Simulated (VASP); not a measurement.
# Ba (Im-3m) in VASP: a series of runs

Ba is run at these levels: LDA; tasks: single point, relaxation of volume and atoms at fixed shape.

Program: VASP 6.6.1. These are calculated values, not measurements. Logs are shortened: lines on timing, memory, paths and dates and some standing lists are left out, and cuts for length are marked.

## (1) The cell of the first run

Symmetry: Im-3m, No. 229, cubic system. Conventional cell: a = 4.782 Å, b = 4.782 Å, c = 4.782 Å, α = 90.00°, β = 90.00°, γ = 90.00°. Ba (site symmetry m-3m) has 14 Ba at 4.14 to 4.78 Å within 5.4 Å.

## (2) Single point, LDA

INCAR

```
SYSTEM = Ba
PREC     = Accurate       ! precision mode
ENCUT    = 520            ! plane-wave cutoff, eV
EDIFF    = 1E-6           ! SCF threshold, eV
ISMEAR   = 1              ! smearing method
SIGMA    = 0.1            ! smearing width, eV
LREAL    = .FALSE.        ! projectors in reciprocal space
LASPH    = .TRUE.         ! aspherical terms in the spheres
NELM     = 100            ! most SCF steps
ALGO     = Normal         ! electronic algorithm
ISIF     = 2              ! what is computed and relaxed
LWAVE    = .FALSE.        ! write WAVECAR
LCHARG   = .TRUE.         ! write CHGCAR
LELF     = .TRUE.         ! ELF
LVHAR    = .TRUE.       
NBANDS   = 11             ! bands
```

KPOINTS

```
regular mesh
0
G
  6 6 6
  0 0 0
```

POSCAR

```
Ba
1.0
   -2.3908594107      2.3908594107      2.3908594107
    2.3908594107     -2.3908594107      2.3908594107
    2.3908594107      2.3908594107     -2.3908594107
Ba
1
Direct
    0.0000000000      0.0000000000      0.0000000000
```

Potentials or basis: VASP PAW LDA potentials, release 64 (Ba_sv).

On the command line:

```sh
$ cat potpaw_LDA.64/Ba_sv/POTCAR > POTCAR
$ mpirun -np 1 vasp_std > vasp.out
```

OUTCAR:

```text
SYSTEM = Ba
   PREC = Accurate
   ENCUT = 520
   EDIFF = 1E-6
   ISMEAR = 1
   LREAL = .FALSE.
   LASPH = .TRUE.
   NELM = 100
   ISIF = 2

 ion  position               nearest neighbor table
   1  0.000  0.000  0.000-

  LATTYP: Found a body centered cubic cell.
 ALAT       =     4.7817188214

  Lattice vectors:

 A1 = (  -2.3908594107,   2.3908594107,   2.3908594107)
 A2 = (   2.3908594107,  -2.3908594107,   2.3908594107)
 A3 = (   2.3908594107,   2.3908594107,  -2.3908594107)

Analysis of symmetry for initial positions (statically):
=====================================================================
 Subroutine PRICEL returns:
 Original cell was already a primitive cell.

 Routine SETGRP: Setting up the symmetry group for a
 body centered cubic supercell.

 Subroutine GETGRP returns: Found 48 space group operations
 (whereof 48 operations were pure point group operations)
 out of a pool of 48 trial point group operations.

The static configuration has the point symmetry O_h .

Analysis of symmetry for dynamics (positions and initial velocities):
=====================================================================
 Subroutine PRICEL returns:
 Original cell was already a primitive cell.

 Routine SETGRP: Setting up the symmetry group for a
 body centered cubic supercell.

 Subroutine GETGRP returns: Found 48 space group operations
 (whereof 48 operations were pure point group operations)
 out of a pool of 48 trial point group operations.

The dynamic configuration has the point symmetry O_h .

 Subroutine INISYM returns: Found 48 space group operations
 (whereof 48 operations are pure point group operations),
 and found     1 'primitive' translations

----------------------------------------------------------------------------------------

                                     Primitive cell

  volume of cell :      54.6666

  direct lattice vectors                    reciprocal lattice vectors
    -2.390859411  2.390859411  2.390859411     0.000000000  0.209129821  0.209129821
     2.390859411 -2.390859411  2.390859411     0.209129821  0.000000000  0.209129821
     2.390859411  2.390859411 -2.390859411     0.209129821  0.209129821  0.000000000

  length of vectors
     4.141089973  4.141089973  4.141089973     0.295754229  0.295754229  0.295754229

  position of ions in fractional coordinates (direct lattice)
     0.000000000  0.000000000  0.000000000

  ion indices of the primitive-cell ions
   primitive index   ion index
                 1           1

----------------------------------------------------------------------------------------

 KPOINTS: regular mesh

Automatic generation of k-mesh.
 Grid dimensions read from file:
 generate k-points for:    6    6    6

 Generating k-lattice:

  Cartesian coordinates                     Fractional coordinates (reciprocal lattice)
     0.000000000  0.034854970  0.034854970     0.166666667  0.000000000  0.000000000
     0.034854970  0.000000000  0.034854970     0.000000000  0.166666667  0.000000000
     0.034854970  0.034854970  0.000000000     0.000000000  0.000000000  0.166666667

  Length of vectors
     0.049292371  0.049292371  0.049292371

  Shift w.r.t. Gamma in fractional coordinates (k-lattice)
     0.000000000  0.000000000  0.000000000

 Subroutine IBZKPT returns following result:
 ===========================================

 Found     16 irreducible k-points:

 Following reciprocal coordinates:
            Coordinates               Weight
  0.000000  0.000000  0.000000      1.000000
  0.166667  0.000000  0.000000     12.000000
  0.333333  0.000000  0.000000     12.000000
  0.500000  0.000000  0.000000      6.000000
  0.166667  0.166667  0.000000     24.000000
  0.333333  0.166667  0.000000     48.000000
[... 8 lines left out ...]
  0.500000  0.500000  0.333333     12.000000
  0.500000  0.500000  0.500000      1.000000
   k-points           NKPTS =     16   k-points in BZ     NKDIM =     16   number of bands    NBANDS=     11
   number of dos      NEDOS =    301   number of ions     NIONS =      1
   total plane-waves  NPLWV =  32768
   dimension x,y,z NGX =    32 NGY =   32 NGZ =   32
   dimension x,y,z NGXF=    64 NGYF=   64 NGZF=   64
   ions per type =               1
   NGX,Y,Z   is equivalent  to a cutoff of  12.85, 12.85, 12.85 a.u.
   NGXF,Y,Z  is equivalent  to a cutoff of  25.69, 25.69, 25.69 a.u.
 SYSTEM =  Ba
   PREC   = accura    normal or accurate (medium, high low for compatibility)
   ISTART =      0    job   : 0-new  1-cont  2-samecut
   ICHARG =      2    charge: 1-file 2-atom 10-const
   ISPIN  =      1    spin polarized calculation?
   LNONCOLLINEAR =      F non collinear calculations
   LSORBIT =      F    spin-orbit coupling
   LASPH  =      T    aspherical Exc in radial PAW
   ENCUT  =  520.0 eV  38.22 Ry    6.18 a.u.   7.70  7.70  7.70*2*pi/ulx,y,z
   NELM   =    100;   NELMIN=  2; NELMDL= -5     # of ELM steps
   EDIFF  = 0.1E-05   stopping-criterion for ELM
   LREAL  =      F    real-space projection
   EDIFFG = 0.1E-04   stopping-criterion for IOM
   NSW    =      0    number of steps for IOM
   IBRION =     -1    ionic relax: 0-MD 1-quasi-New 2-CG
   NFREE  =      0    steps in history (QN), initial steepest desc. (CG)
   ISIF   =      2    stress and relaxation
   ISYM   =      2    0-nonsym 1-usesym 2-fastsym
   POTIM  = 0.5000    time-step for ionic-motion
   TEBEG  =    0.0;   TEEND  =   0.0 temperature during run
   PSTRESS=    0.0 pullay stress
   NELECT =      10.0000    total number of electrons
   NUPDOWN=      -1.0000    fix difference up-down
   EMIN   =  10.00;   EMAX   =-10.00  energy-range for DOS
   EFERMI =   0.00;   METHOD = LEGACY
   ISMEAR =     1;   SIGMA  =   0.10  broadening in eV -4-tet -1-fermi 0-gaus
   EFERMI_NEDOS =   21; number of points for ismear=-14 and -15
   IALGO  =     38    algorithm
   IMIX   =      4    mixing-type and parameters
     AMIX     =   0.40;   BMIX     =  1.00
     AMIX_MAG =   1.60;   BMIX_MAG =  1.00
  volume/ion in A,a.u.               =      54.67       368.91
  Fermi-wavevector in a.u.,A,eV,Ry     =   0.929325  1.756169 11.750594  0.863644
  Thomas-Fermi vector in A             =   2.055595
   LORBIT       =      0    0 simple, 1 ext, 2 COOP (PROOUT), +10 PAW based schemes
   GGA     = CA    functional components
   LHFCALC =     F    Hartree Fock is set to
   AEXX    =    0.0000 exact exchange contribution
   IVDW    =     0    specifies the selected vdW correction
   LEPSILON=     F    determine dielectric tensor
   LRPA    =     F    only Hartree local field effects (RPA)
 non-spin polarized calculation
 Methfessel and Paxton  Order N= 1 SIGMA  =   0.10
  energy-cutoff  :      520.00
  volume of cell :       54.67
 maximum number of plane-waves:      1484
   NGX = 15   NGY = 15   NGZ = 15

 number of electron      10.0000000 magnetization

 number of electron       9.9999999 magnetization

 Free energy of the ion-electron system (eV)
  ---------------------------------------------------
  ext. energy  EPLUGINS =         0.00000000
  ---------------------------------------------------
  free energy    TOTEN  =        -2.23075792 eV

  energy without entropy =       -2.22876174  energy(sigma->0) =       -2.23009252

 E-fermi :   1.9750     XC(G=0):  -8.0922

 val. band max:        1.9613719361   @ k =   0.3333   0.3333   0.0000
 cond. band min:       2.0400470970   @ k =   0.3333   0.1667   0.1667
 fundamental gap:      0.0786751609
 Fermi energy:         1.9749836500

 k-point     1 :       0.0000    0.0000    0.0000
  band No.  band energies     occupation
      1     -26.6830      2.00000
      2     -11.5371      2.00000
      3     -11.5371      2.00000
      4     -11.5371      2.00000
      5      -0.8848      2.00000
      6       3.8293     -0.00000
      7       3.8293     -0.00000
      8       3.8293     -0.00000
      9       5.4954      0.00000
     10       5.4954      0.00000
     11       9.3092      0.00000

 k-point     2 :       0.1667    0.0000    0.0000
  band No.  band energies     occupation
      1     -26.6629      2.00000
      2     -11.7349      2.00000
      3     -11.5965      2.00000
      4     -11.5389      2.00000
      5      -0.3012      2.00000
      6       3.4058     -0.00000
      7       3.5094     -0.00000
      8       4.4543      0.00000
      9       5.0896      0.00000
     10       5.4775      0.00000
     11       9.8804      0.00000

 k-point     3 :       0.3333    0.0000    0.0000
  band No.  band energies     occupation
      1     -26.6222      2.00000
      2     -12.0988      2.00000
      3     -11.7116      2.00000
      4     -11.5428      2.00000
      5       0.7237      2.00000
      6       2.7776     -0.00000
      7       3.1107     -0.00000
      8       5.4361      0.00000
      9       5.7363      0.00000
     10       6.1831      0.00000
     11       9.1327      0.00000

 k-point     4 :       0.5000    0.0000    0.0000
  band No.  band energies     occupation
      1     -26.6016      2.00000
      2     -12.2677      2.00000
      3     -11.7673      2.00000
      4     -11.5448      2.00000
      5       0.9075      2.00000
      6       2.5256     -0.00000
      7       3.7305     -0.00000
      8       5.4942      0.00000
      9       6.1580      0.00000
     10       7.9100      0.00000
     11       8.0517      0.00000
[... 127 lines left out ...]
 k-point    14 :      -0.3333    0.3333    0.3333
  band No.  band energies     occupation
      1     -26.5740      2.00000
      2     -12.0221      2.00000
      3     -11.9087      2.00000
      4     -11.9087      2.00000
      5       1.7005      2.00072
      6       1.8220      2.05260
      7       4.6114      0.00000
      8       4.6114      0.00000
      9       5.6087      0.00000
     10       6.0066      0.00000
     11      11.0001      0.00000

 k-point    15 :       0.5000    0.5000    0.3333
  band No.  band energies     occupation
      1     -26.5577      2.00000
      2     -12.0958      2.00000
      3     -11.9712      2.00000
      4     -11.9202      2.00000
      5       1.4817      2.00000
      6       1.6233      2.00001
      7       4.7070      0.00000
      8       4.8546      0.00000
      9       7.0971      0.00000
     10       7.4330      0.00000
     11       8.6295      0.00000

 k-point    16 :       0.5000    0.5000    0.5000
  band No.  band energies     occupation
      1     -26.5430      2.00000
      2     -12.0358      2.00000
      3     -12.0358      2.00000
      4     -12.0358      2.00000
      5       1.1679      2.00000
      6       1.1679      2.00000
      7       7.0277      0.00000
      8       7.0277      0.00000
      9       7.0277      0.00000
     10       7.2942      0.00000
     11       7.2942      0.00000

------------------------ aborting loop because EDIFF is reached ----------------------------------------

  FORCE on cell =-STRESS in cart. coord.  units (eV):
  Direction    XX          YY          ZZ          XY          YZ          ZX
  --------------------------------------------------------------------------------------
  -------------------------------------------------------------------------------------
  Total        0.0352241      0.0352241      0.0352241      0.0000000      0.0000000     -0.0000000
  in kB        1.0323543      1.0323543      1.0323543      0.0000000      0.0000000     -0.0000000
  external PRESSURE =       1.0323543 kB  Pullay stress =       0.0000000 kB

 VOLUME and BASIS-vectors are now :
 -----------------------------------------------------------------------------
  energy-cutoff  :      520.00
  volume of cell :       54.67
      direct lattice vectors                 reciprocal lattice vectors
    -2.390859411  2.390859411  2.390859411     0.000000000  0.209129821  0.209129821
     2.390859411 -2.390859411  2.390859411     0.209129821  0.000000000  0.209129821
     2.390859411  2.390859411 -2.390859411     0.209129821  0.209129821  0.000000000

 POSITION                                       TOTAL-FORCE (eV/Angst)
 -----------------------------------------------------------------------------------
      0.00000      0.00000      0.00000        -0.000000      0.000000      0.000000
 -----------------------------------------------------------------------------------
    total drift:                               -0.000000      0.000000      0.000000

  FREE ENERGIE OF THE ION-ELECTRON SYSTEM (eV)
  ---------------------------------------------------
  free  energy   TOTEN  =        -2.2307579162 eV

  energy  without entropy=       -2.2287617381  energy(sigma->0) =       -2.23009252
```

It took 5.3 s on 1 thread of Intel Xeon Platinum 8259CL at 2.50GHz (Skylake/Cascade Lake), shared host; peak memory 0.15 GiB.

Results:

* Free energy: -2.2308 eV
* Pressure: 0.1 GPa
* Band gap on the k mesh: zero (band 5 reaches 2.04 eV, above the bottom of band 6 at 1.17 eV)

Levels at points of the mesh, in eV from the Fermi level:
```tsv
k point	band 1	band 2	band 3	band 4	band 5	band 6	band 7	band 8	band 9	band 10
(0.00, 0.00, 0.00)	-28.66	-13.51	-13.51	-13.51	-2.86	1.85	1.85	1.85	3.52	3.52
(0.50, 0.00, 0.00)	-28.58	-14.24	-13.74	-13.52	-1.07	0.55	1.76	3.52	4.18	5.94
(0.50, 0.50, 0.50)	-28.52	-14.01	-14.01	-14.01	-0.81	-0.81	5.05	5.05	5.05	5.32
```

Caveat: spin-orbit coupling is left out, which moves the levels of the heavy elements.

## (3) Relaxation of volume and atoms at fixed shape, LDA

This run uses another cell than the first one, of 62.99 Å³/atom, 1.152 times its volume.

INCAR

```
SYSTEM = Ba
PREC = Accurate
ENCUT = 600
EDIFF = 1E-6
ISMEAR = 1
SIGMA = 0.1
LREAL = .FALSE.
LASPH = .TRUE.
NELM = 80
ALGO = Normal
ISIF = 8
LWAVE = .FALSE.
LCHARG = .FALSE.
GGA = CA
IBRION = 2
NSW = 80
EDIFFG = -0.01
```

KPOINTS is that of step 2.

POSCAR

```
Ba
1.0
   -2.5065000000      2.5065000000      2.5065000000
    2.5065000000     -2.5065000000      2.5065000000
    2.5065000000      2.5065000000     -2.5065000000
Ba
1
Direct
    0.0000000000      0.0000000000      0.0000000000
```

Potentials or basis: VASP PAW LDA potentials, release 64 (Ba_sv).

On the command line:

```sh
$ cat potpaw_LDA.64/Ba_sv/POTCAR > POTCAR
$ mpirun -np 1 vasp_std > vasp.out
```

OUTCAR:

```text
SYSTEM = Ba
   PREC = Accurate
   ENCUT = 600
   EDIFF = 1E-6
   ISMEAR = 1
   LREAL = .FALSE.
   LASPH = .TRUE.
   NELM = 80
   ISIF = 8
   GGA = CA
   IBRION = 2
   NSW = 80
   EDIFFG = -0.01

 ion  position               nearest neighbor table
   1  0.000  0.000  0.000-

  LATTYP: Found a body centered cubic cell.
 ALAT       =     5.0130000000

  Lattice vectors:

 A1 = (  -2.5065000000,   2.5065000000,   2.5065000000)
 A2 = (   2.5065000000,  -2.5065000000,   2.5065000000)
 A3 = (   2.5065000000,   2.5065000000,  -2.5065000000)

Analysis of symmetry for initial positions (statically):
=====================================================================
 Subroutine PRICEL returns:
 Original cell was already a primitive cell.

 Routine SETGRP: Setting up the symmetry group for a
 body centered cubic supercell.

 Subroutine GETGRP returns: Found 48 space group operations
 (whereof 48 operations were pure point group operations)
 out of a pool of 48 trial point group operations.

The static configuration has the point symmetry O_h .

[... 137 lines left out ...]
 maximum number of plane-waves:      2123
 NGX is ok and might be reduce to    36
   NGX = 17   NGY = 17   NGZ = 17

--------------------------------------- Ionic step        1  -------------------------------------------

 number of electron      10.0000001 magnetization

 Free energy of the ion-electron system (eV)
  ---------------------------------------------------
  ext. energy  EPLUGINS =         0.00000000
  ---------------------------------------------------
  free energy    TOTEN  =        -2.20076703 eV

  energy without entropy =       -2.19980416  energy(sigma->0) =       -2.20044607

------------------------ aborting loop because EDIFF is reached ----------------------------------------

  FORCE on cell =-STRESS in cart. coord.  units (eV):
  Direction    XX          YY          ZZ          XY          YZ          ZX
  --------------------------------------------------------------------------------------
  -------------------------------------------------------------------------------------
  Total       -0.4360803     -0.4360803     -0.4360803     -0.0000000     -0.0000000      0.0000000
  in kB      -11.0921043    -11.0921043    -11.0921043     -0.0000000     -0.0000000      0.0000000
  external PRESSURE =     -11.0921043 kB  Pullay stress =       0.0000000 kB
[... 57 lines left out ...]
--------------------------------------- Ionic step        3  -------------------------------------------

 number of electron      10.0000001 magnetization

 Free energy of the ion-electron system (eV)
  ---------------------------------------------------
  ext. energy  EPLUGINS =         0.00000000
  ---------------------------------------------------
  free energy    TOTEN  =        -2.23103596 eV

  energy without entropy =       -2.22939471  energy(sigma->0) =       -2.23048887

 E-fermi :   1.9318     XC(G=0):  -8.0549

 val. band max:        1.9236163261   @ k =   0.3333   0.3333   0.0000
 cond. band min:       1.9936135183   @ k =   0.3333   0.1667   0.1667
 fundamental gap:      0.0699971922
 Fermi energy:         1.9318182264

 k-point     1 :       0.0000    0.0000    0.0000
  band No.  band energies     occupation
      1     -26.7381      2.00000
      2     -11.6026      2.00000
      3     -11.6026      2.00000
      4     -11.6026      2.00000
      5      -0.9226      2.00000
      6       3.7775     -0.00000
      7       3.7775     -0.00000
      8       3.7775     -0.00000
      9       5.4264      0.00000
[... 206 lines left out ...]
  FREE ENERGIE OF THE ION-ELECTRON SYSTEM (eV)
  ---------------------------------------------------
  free  energy   TOTEN  =        -2.2310359561 eV

  energy  without entropy=       -2.2293947052  energy(sigma->0) =       -2.23048887

 reached required accuracy - stopping structural energy minimisation
```

Run time: 17 s. Hardware: 1 thread of Intel Xeon Platinum 8259CL at 2.50GHz (Skylake/Cascade Lake), shared host; peak memory 0.17 GiB.

What came out:

* Free energy: -2.2310 eV
* Relaxed volume: 55.26 Å³/atom
* Relaxed cell: a = 4.156 Å, b = 4.156 Å, c = 4.156 Å, α = 109.47°, β = 109.47°, γ = 109.47°
* Space group after relaxing (to 0.05 Å): Im-3m (No. 229)
* Energy gained by relaxing: 30.3 meV/atom
* Ionic steps: 3
* Pressure after relaxing: 0.0 GPa
* Band gap on the k mesh: zero (band 5 reaches 1.99 eV, above the bottom of band 6 at 1.15 eV)

Step by step:
```tsv
step	energy change (eV)	largest force (eV/Å)	pressure (GPa)	volume (Å³)
1	0.0000	0.0000	-1.11	62.99
2	-0.0217	0.0000	-0.66	59.10
3	-0.0303	0.0000	-0.02	55.26
```

Final structure:
```yaml
crystal:
  lattice:
    - [-2.39951, 2.39951, 2.39951]
    - [2.39951, -2.39951, 2.39951]
    - [2.39951, 2.39951, -2.39951]
  atoms:
    - { symbol: Ba, position: [0.00000, 0.00000, 0.00000] }
```

Levels at points of the mesh, in eV from the Fermi level:
```tsv
k point	band 2	band 3	band 4	band 5	band 6	band 7	band 8	band 9
(0.00, 0.00, 0.00)	-13.53	-13.53	-13.53	-2.85	1.85	1.85	1.85	3.49
(0.50, 0.00, 0.00)	-14.24	-13.76	-13.54	-1.06	0.56	1.72	3.49	4.15
(0.50, 0.50, 0.50)	-14.02	-14.02	-14.02	-0.79	-0.79	4.99	4.99	4.99
```

Caveat: spin-orbit coupling is left out, which moves the levels of the heavy elements; the volume moved by -12 % from the deposited cell, more than functionals usually miss.
